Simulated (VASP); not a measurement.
# CoO (R-3m) in VASP: a series of runs

CoO is run at these levels: PBE+U; tasks: relaxation of cell and atoms, single point, phonons.

Everything below comes from runs of VASP 6.6.1. Logs are shortened: lines on timing, memory, paths and dates and some standing lists are left out, and cuts for length are marked.

### Step 1. The cell of the first run

Symmetry: R-3m, No. 166, trigonal system. Conventional cell: a = 3.073 Å, b = 3.073 Å, c = 7.421 Å, α = 90.00°, β = 90.00°, γ = 120.00°. Within 2.9 Å of Co (site symmetry -3m) lie 6 O at 2.16 Å. Within 2.9 Å of O (site symmetry -3m) lie 6 Co at 2.16 Å.

### Step 2. Relaxation of cell and atoms, PBE+U, collinear spin, ferromagnetic start

INCAR reads:

```
SYSTEM = CoO
  PREC = Accurate
  ENCUT = 600
  EDIFF = 1E-6
  ISMEAR = 0
  SIGMA = 0.02
  LREAL = .FALSE.
  LASPH = .TRUE.
  NELM = 150
  ALGO = Normal
  ISIF = 3
  LWAVE = .FALSE.
  LCHARG = .FALSE.
  ISPIN = 2
  MAGMOM = 2.88 0.24
  LORBIT = 11
  LMAXMIX = 4
  LDAU = .TRUE.
  LDAUTYPE = 2
  LDAUL = 2 -1
  LDAUU = 3.32 0
  LDAUJ = 0 0
  LDAUPRINT = 1
  GGA = PE
  IBRION = 2
  NSW = 80
  EDIFFG = -0.001
```

KPOINTS reads:

```
regular mesh
0
G
  12 12 12
  0 0 0
```

POSCAR reads:

```
CoO
1.0
    1.5367472038      0.8872414118      2.4735053755
   -1.5367472038      0.8872414118      2.4735053755
    0.0000000000     -1.7744828236      2.4735053755
Co O
1 1
Direct
    0.0000000000      0.0000000000      0.0000000000
    0.5000000000      0.5000000000      0.5000000000
```

Potentials or basis: VASP PAW PBE potentials, release 64 (Co, O).

Command:

```sh
$ cat potpaw_PBE.64/Co/POTCAR potpaw_PBE.64/O/POTCAR > POTCAR
$ mpirun -np 1 vasp_std > vasp.out
```

OUTCAR:

```text
SYSTEM = CoO
   PREC = Accurate
   ENCUT = 600
   EDIFF = 1E-6
   ISMEAR = 0
   LREAL = .FALSE.
   LASPH = .TRUE.
   NELM = 150
   ISIF = 3
   ISPIN = 2
   LORBIT = 11
   GGA = PE
   IBRION = 2
   NSW = 80
   EDIFFG = -0.001

 ion  position               nearest neighbor table
   1  0.000  0.000  0.000-   2 2.16   2 2.16   2 2.16   2 2.16   2 2.16   2 2.16
   2  0.500  0.500  0.500-   1 2.16   1 2.16   1 2.16   1 2.16   1 2.16   1 2.16

  LATTYP: Found a trigonal (rhomboedric) cell.
 ALAT       =     3.0441777435
 COS(alpha) =     0.4903232228

  Lattice vectors:

 A1 = (   1.5367472038,   0.8872414118,   2.4735053755)
 A2 = (  -1.5367472038,   0.8872414118,   2.4735053755)
 A3 = (   0.0000000000,  -1.7744828236,   2.4735053755)

Analysis of symmetry for initial positions (statically):
=====================================================================
 Subroutine PRICEL returns:
 Original cell was already a primitive cell.

 Routine SETGRP: Setting up the symmetry group for a
 trigonal (rhombohedral) supercell.

 Subroutine GETGRP returns: Found 12 space group operations
 (whereof 12 operations were pure point group operations)
 out of a pool of 12 trial point group operations.

The static configuration has the point symmetry D_3d.

Analysis of symmetry for dynamics (positions and initial velocities):
=====================================================================
 Subroutine PRICEL returns:
 Original cell was already a primitive cell.

 Routine SETGRP: Setting up the symmetry group for a
 trigonal (rhombohedral) supercell.

 Subroutine GETGRP returns: Found 12 space group operations
 (whereof 12 operations were pure point group operations)
 out of a pool of 12 trial point group operations.

The dynamic configuration has the point symmetry D_3d.

Analysis of structural, dynamic, and magnetic symmetry:
=====================================================================
 Subroutine PRICEL returns:
 Original cell was already a primitive cell.

 Routine SETGRP: Setting up the symmetry group for a
 trigonal (rhombohedral) supercell.

 Subroutine GETGRP returns: Found 12 space group operations
 (whereof 12 operations were pure point group operations)
 out of a pool of 12 trial point group operations.

The overall configuration has the point symmetry D_3d.

 Subroutine INISYM returns: Found 12 space group operations
 (whereof 12 operations are pure point group operations),
 and found     1 'primitive' translations

----------------------------------------------------------------------------------------

                                     Primitive cell

  volume of cell :      20.2352

  direct lattice vectors                    reciprocal lattice vectors
     1.536747204  0.887241412  2.473505375     0.325362557  0.187848160  0.134761516
    -1.536747204  0.887241412  2.473505375    -0.325362557  0.187848160  0.134761516
     0.000000000 -1.774482824  2.473505375     0.000000000 -0.375696320  0.134761516

  length of vectors
     3.044177743  3.044177743  3.044177743     0.399134552  0.399134552  0.399134552

  position of ions in fractional coordinates (direct lattice)
     0.000000000  0.000000000  0.000000000
     0.500000000  0.500000000  0.500000000

  ion indices of the primitive-cell ions
   primitive index   ion index
                 1           1
                 2           2

----------------------------------------------------------------------------------------

 KPOINTS: regular mesh

Automatic generation of k-mesh.
 Grid dimensions read from file:
 generate k-points for:   12   12   12

 Generating k-lattice:

[... 81 lines left out ...]
     AMIX_MAG =   1.60;   BMIX_MAG =  1.00
  volume/ion in A,a.u.               =      10.12        68.28
  Fermi-wavevector in a.u.,A,eV,Ry     =   1.481616  2.799849 29.867338  2.195187
  Thomas-Fermi vector in A             =   2.595505
   LORBIT       =     11    0 simple, 1 ext, 2 COOP (PROOUT), +10 PAW based schemes
 LDA+U is selected, type is set to LDAUTYPE =  2
   angular momentum for each species LDAUL =     2   -1
   U (eV)           for each species LDAUU =   3.3  0.0
   J (eV)           for each species LDAUJ =   0.0  0.0
   GGA     = PE    functional components
   LHFCALC =     F    Hartree Fock is set to
   AEXX    =    0.0000 exact exchange contribution
   IVDW    =     0    specifies the selected vdW correction
   LEPSILON=     F    determine dielectric tensor
   LRPA    =     F    only Hartree local field effects (RPA)
 conjugate gradient relaxation of ions
 spin polarized calculation
 Gauss-broadening in eV      SIGMA  =   0.02
  energy-cutoff  :      600.00
  volume of cell :       20.24
 maximum number of plane-waves:       688
   NGX = 13   NGY = 13   NGZ = 13

--------------------------------------- Ionic step        1  -------------------------------------------

 number of electron      15.0000001 magnetization       2.9999666

 Free energy of the ion-electron system (eV)
  ---------------------------------------------------
  ext. energy  EPLUGINS =         0.00000000
  ---------------------------------------------------
  free energy    TOTEN  =       -11.47004636 eV

  energy without entropy =      -11.46972217  energy(sigma->0) =      -11.46988427

------------------------ aborting loop because EDIFF is reached ----------------------------------------

  FORCE on cell =-STRESS in cart. coord.  units (eV):
  Direction    XX          YY          ZZ          XY          YZ          ZX
  --------------------------------------------------------------------------------------
  -------------------------------------------------------------------------------------
  Total       -0.9408215     -0.9408215     -1.0124854      0.0000000      0.0000000      0.0000000
  in kB      -74.4919718    -74.4919718    -80.1661460      0.0000000      0.0000000      0.0000000
  external PRESSURE =     -76.3833632 kB  Pullay stress =       0.0000000 kB
[... 89 lines left out ...]
  FREE ENERGIE OF THE ION-ELECTRON SYSTEM (eV)
  ---------------------------------------------------
  free  energy   TOTEN  =       -11.4933387201 eV

  energy  without entropy=      -11.4930412058  energy(sigma->0) =      -11.49318996

[... ionic steps 4 to 16 ...]

--------------------------------------- Ionic step       17  -------------------------------------------

 number of electron      15.0000004 magnetization       3.0000001

------------------------ aborting loop because EDIFF is reached ----------------------------------------
[... 61 lines left out ...]
  FREE ENERGIE OF THE ION-ELECTRON SYSTEM (eV)
  ---------------------------------------------------
  free  energy   TOTEN  =       -11.4938017072 eV

  energy  without entropy=      -11.4935367983  energy(sigma->0) =      -11.49366925

atom =   1  type =  1  l = 2

 onsite density matrix

spin component  1

  0.9839 -0.0000  0.0000 -0.0205 -0.0000
 -0.0000  0.9970 -0.0000 -0.0000 -0.0205
  0.0000 -0.0000  0.9663 -0.0000  0.0000
 -0.0205 -0.0000 -0.0000  0.9970 -0.0000
 -0.0000 -0.0205  0.0000 -0.0000  0.9839

spin component  2

  0.4665  0.0000  0.0000  0.1260 -0.0000
  0.0000  0.1745  0.0000 -0.0000  0.1260
  0.0000  0.0000  0.9573 -0.0000  0.0000
  0.1260 -0.0000 -0.0000  0.1745 -0.0000
 -0.0000  0.1260  0.0000 -0.0000  0.4665

 occupancies and eigenvectors

  o =  0.1276  v =  0.0000  0.0000  0.0000  0.0000  0.0000 -0.3485  0.0000  0.0000  0.9373 -0.0000      0.0000  0.0000  0.0000  0.0000  0.0000  0.0000  0.0000  0.0000  0.0000  0.0000
  o =  0.1276  v =  0.0000  0.0000  0.0000  0.0000  0.0000  0.0000 -0.9373 -0.0000  0.0000  0.3485      0.0000  0.0000  0.0000  0.0000  0.0000  0.0000  0.0000  0.0000  0.0000  0.0000
  o =  0.5134  v =  0.0000  0.0000  0.0000  0.0000  0.0000 -0.9373  0.0000 -0.0000 -0.3485  0.0000      0.0000  0.0000  0.0000  0.0000  0.0000  0.0000  0.0000  0.0000  0.0000  0.0000
  o =  0.5134  v =  0.0000  0.0000  0.0000  0.0000  0.0000  0.0000  0.3485 -0.0000  0.0000  0.9373      0.0000  0.0000  0.0000  0.0000  0.0000  0.0000  0.0000  0.0000  0.0000  0.0000
  o =  0.9573  v =  0.0000  0.0000  0.0000  0.0000  0.0000  0.0000 -0.0000 -1.0000 -0.0000 -0.0000      0.0000  0.0000  0.0000  0.0000  0.0000  0.0000  0.0000  0.0000  0.0000  0.0000
  o =  0.9663  v = -0.0000 -0.0000  1.0000 -0.0000 -0.0000  0.0000  0.0000  0.0000  0.0000  0.0000      0.0000  0.0000  0.0000  0.0000  0.0000  0.0000  0.0000  0.0000  0.0000  0.0000
  o =  0.9689  v =  0.8081 -0.0000 -0.0000  0.5890 -0.0000  0.0000  0.0000  0.0000  0.0000  0.0000      0.0000  0.0000  0.0000  0.0000  0.0000  0.0000  0.0000  0.0000  0.0000  0.0000
  o =  0.9689  v =  0.0000  0.5890  0.0000  0.0000  0.8081  0.0000  0.0000  0.0000  0.0000  0.0000      0.0000  0.0000  0.0000  0.0000  0.0000  0.0000  0.0000  0.0000  0.0000  0.0000
  o =  1.0120  v = -0.5890 -0.0000  0.0000  0.8081  0.0000  0.0000  0.0000  0.0000  0.0000  0.0000      0.0000  0.0000  0.0000  0.0000  0.0000  0.0000  0.0000  0.0000  0.0000  0.0000
  o =  1.0120  v =  0.0000 -0.8081  0.0000 -0.0000  0.5890  0.0000  0.0000  0.0000  0.0000  0.0000      0.0000  0.0000  0.0000  0.0000  0.0000  0.0000  0.0000  0.0000  0.0000  0.0000

--------------------------------------- Ionic step       19  -------------------------------------------

 number of electron      15.0000004 magnetization       3.0000001

 Free energy of the ion-electron system (eV)
  ---------------------------------------------------
  ext. energy  EPLUGINS =         0.00000000
  ---------------------------------------------------
  free energy    TOTEN  =       -11.49380171 eV

  energy without entropy =      -11.49353675  energy(sigma->0) =      -11.49366923

 E-fermi :   7.7232     XC(G=0): -12.3880

 val. band max:        7.7148849069   @ k =  -0.3333   0.1667   0.0833
 cond. band min:       7.7235777572   @ k =  -0.1667   0.1667   0.0000
 fundamental gap:      0.0086928503
 Fermi energy:         7.7231889892

 spin component 1

 k-point     1 :       0.0000    0.0000    0.0000
  band No.  band energies     occupation
      1     -12.1029      1.00000
      2       2.8095      1.00000
      3       2.8095      1.00000
      4       3.0241      1.00000
      5       3.0241      1.00000
      6       3.7691      1.00000
      7       4.9379      1.00000
      8       4.9379      1.00000
      9       5.1471      1.00000
     10       8.9905      0.00000
     11      24.8239      0.00000
     12      24.8295      0.00000
[... 786 lines left out ...]
  FREE ENERGIE OF THE ION-ELECTRON SYSTEM (eV)
  ---------------------------------------------------
  free  energy   TOTEN  =       -11.4938017059 eV

  energy  without entropy=      -11.4935367512  energy(sigma->0) =      -11.49366923

 reached required accuracy - stopping structural energy minimisation

 total charge

# of ion       s       p       d       tot
------------------------------------------
    1        0.298   0.364   7.143   7.805
    2        1.549   3.451   0.000   5.000
--------------------------------------------------
tot          1.847   3.815   7.143  12.805

 magnetization (x)

# of ion       s       p       d       tot
------------------------------------------
    1        0.021   0.017   2.687   2.725
    2        0.023   0.231   0.000   0.254
--------------------------------------------------
tot          0.044   0.248   2.687   2.979
```

Run time: 9.4 min. Hardware: 1 thread of AMD EPYC 9R14 (Zen 4), shared host; peak memory 0.21 GiB.

Results:

| Item | Value |
| --- | --- |
| Free energy | -11.4938 eV |
| Relaxed volume | 9.65 Å³/atom |
| Relaxed cell | a = 2.983 Å, b = 2.983 Å, c = 2.983 Å, α = 61.25°, β = 61.25°, γ = 61.25° |
| Space group after relaxing (to 0.1 Å) | Fm-3m (No. 225) |
| Energy gained by relaxing | 11.9 meV/atom |
| Ionic steps | 19 |
| Pressure after relaxing | 0.0 GPa |
| Band gap on the k mesh | zero (filled and empty bands overlap) |
| Net moment | 3.00 μB per cell |
| Site moments | Co +2.73; O +0.25 μB |
| Valence electrons inside the program's atomic spheres | Co 7.80; O 5.00 |

The path:
```
step  energy change (eV)  largest force (eV/Å)  pressure (GPa)  volume (Å³)
   1              0.0000                0.0000           -7.64        20.24
   2             -0.0172                0.0000            4.51        18.86
   3             -0.0233                0.0000            0.02        19.30
   4             -0.0233                0.0000           -0.29        19.32
   5             -0.0234                0.0000           -0.13        19.32
   6             -0.0237                0.0000           -0.12        19.31
   7             -0.0234                0.0000           -0.03        19.29
   8             -0.0238                0.0000           -0.10        19.30
   9             -0.0238                0.0000           -0.07        19.30
  10             -0.0238                0.0000            0.11        19.28
  11             -0.0238                0.0000           -0.10        19.30
  12             -0.0238                0.0000            0.15        19.29
  13             -0.0238                0.0000           -0.03        19.29
  14             -0.0238                0.0000            0.02        19.29
  15             -0.0238                0.0000            0.03        19.29
  16             -0.0238                0.0000           -0.16        19.30
  17             -0.0238                0.0000            0.10        19.29
  18             -0.0238                0.0000           -0.03        19.30
  19             -0.0238                0.0000           -0.01        19.30
```

Final structure:
```yaml
crystal:
  lattice:
    - [1.51960, 0.87734, 2.41221]
    - [-1.51960, 0.87734, 2.41221]
    - [0.00000, -1.75468, 2.41221]
  atoms:
    - { symbol: Co, position: [0.00000, 0.00000, 0.00000] }
    - { symbol: O, position: [0.50000, 0.50000, 0.50000] }
```

Levels at points of the mesh, in eV from the Fermi level:
Spin up:
```
           k point  band 6  band 7  band 8  band 9  band 10  band 11  band 12  band 13
(0.00, 0.00, 0.00)   -3.95   -2.79   -2.79   -2.58     1.27    17.10    17.11    17.11
(0.50, 0.00, 0.00)   -3.50   -3.04   -0.46   -0.43     5.36     9.49    13.57    14.03
(0.50, 0.50, 0.00)   -3.97   -3.84   -3.80   -3.26     6.03    10.15    11.11    15.78
(0.50, 0.50, 0.50)   -4.05   -2.46   -0.44   -0.44     5.18     9.92    13.20    13.20
```
Spin down:
| k point | band 2 | band 3 | band 4 | band 5 | band 6 | band 7 | band 8 | band 9 | band 10 | band 11 |
| --- | --- | --- | --- | --- | --- | --- | --- | --- | --- | --- |
| (0.00, 0.00, 0.00) | -2.49 | -2.29 | -2.29 | -2.11 | -0.91 | -0.91 | 1.50 | 1.50 | 1.82 | 16.97 |
| (0.50, 0.00, 0.00) | -7.33 | -4.10 | -3.96 | -1.44 | -0.03 | 0.55 | 3.79 | 3.92 | 5.65 | 10.32 |
| (0.50, 0.50, 0.00) | -6.10 | -3.60 | -3.39 | -2.81 | -0.52 | 0.26 | 2.10 | 2.36 | 7.01 | 10.57 |
| (0.50, 0.50, 0.50) | -7.48 | -4.27 | -4.27 | -1.03 | 0.43 | 0.43 | 3.84 | 3.84 | 5.46 | 10.67 |

Eigenvalues of the final occupation matrices:
```tsv
site	spin	trace	eigenvalues
site 1 d	1	4.93	0.97 0.97 0.97 1.01 1.01
site 1 d	2	2.24	0.13 0.13 0.51 0.51 0.96
```

Caveat: a cell with one magnetic atom can't hold antiferromagnetic order, which such compounds often take. The state reached can hang on the start; a lower one may exist.

### Step 3. Single point, PBE+U, collinear spin, ferromagnetic start

INCAR reads:

```
PREC = Accurate
ENCUT = 520
EDIFF = 1E-6
ISMEAR = 0
SIGMA = 0.1
LREAL = F
LASPH = T
NELM = 150
ALGO = Normal
ISIF = 2
LWAVE = F
LCHARG = F
ISPIN = 2
MAGMOM = 2.84 0.31
LORBIT = 11
LMAXMIX = 4
LDAU = T
LDAUTYPE = 2
LDAUL = 2 -1
LDAUU = 3.32 0
LDAUJ = 0 0
LDAUPRINT = 1
GGA = PE
NBANDS = 18
```

KPOINTS reads:

```
Automatic mesh
0
Gamma
  18 18 18
```

POSCAR is that of step 2.

Potentials or basis: VASP PAW PBE potentials, release 64 (Co, O).

Command:

```sh
$ cat potpaw_PBE.64/Co/POTCAR potpaw_PBE.64/O/POTCAR > POTCAR
$ mpirun -np 1 vasp_std > vasp.out
```

It took 6.8 min on 1 thread of AMD EPYC 9R14 (Zen 4), shared host; peak memory 0.38 GiB.

The run converged. Its results:

* Free energy: -11.4713 eV
* Pressure: -7.4 GPa
* Band gap on the k mesh: zero (filled and empty bands overlap)
* Net moment: 3.00 μB per cell
* Site moments: Co +2.73; O +0.25 μB
* Valence electrons inside the program's atomic spheres: Co 7.73; O 4.98

Stress tensor (GPa, compression positive):
```
-7.28  0.00  0.00
 0.00 -7.28  0.00
 0.00  0.00 -7.66
```

Levels at points of the mesh, in eV from the Fermi level:
Spin up:
```
           k point  band 5  band 6  band 7  band 8  band 9  band 10  band 11  band 12  band 13  band 14
(0.00, 0.00, 0.00)   -4.65   -3.95   -2.60   -2.60   -2.48     0.99    16.90    16.90    16.92    17.48
(0.50, 0.00, 0.00)   -4.07   -3.56   -3.05   -0.56   -0.51     5.20     9.08    13.25    13.50    19.46
(0.50, 0.50, 0.00)   -4.07   -3.85   -3.80   -3.67   -3.30     5.69     9.83    10.92    15.32    15.59
(0.50, 0.50, 0.50)   -4.10   -4.10   -2.55   -0.53   -0.53     5.13     9.29    13.05    13.05    19.43
```
Spin down:
| k point | band 2 | band 3 | band 4 | band 5 | band 6 | band 7 | band 8 | band 9 | band 10 | band 11 |
| --- | --- | --- | --- | --- | --- | --- | --- | --- | --- | --- |
| (0.00, 0.00, 0.00) | -2.49 | -2.12 | -2.12 | -2.03 | -0.84 | -0.84 | 1.53 | 1.54 | 1.54 | 16.79 |
| (0.50, 0.00, 0.00) | -6.95 | -3.92 | -3.68 | -1.46 | -0.03 | 0.48 | 3.66 | 3.77 | 5.48 | 9.90 |
| (0.50, 0.50, 0.00) | -5.77 | -3.35 | -3.24 | -2.69 | -0.55 | 0.22 | 2.08 | 2.28 | 6.66 | 10.24 |
| (0.50, 0.50, 0.50) | -7.13 | -3.95 | -3.95 | -1.13 | 0.38 | 0.38 | 3.67 | 3.67 | 5.41 | 10.03 |

Eigenvalues of the final occupation matrices:
```tsv
site	spin	trace	eigenvalues
site 1 d	1	4.91	0.97 0.97 0.97 1.01 1.01
site 1 d	2	2.22	0.12 0.12 0.51 0.51 0.96
```

Caveat: the cell stands under tension; a cell with one magnetic atom can't hold antiferromagnetic order, which such compounds often take. The state reached can hang on the start; a lower one may exist.

[end of part 1 of 2]
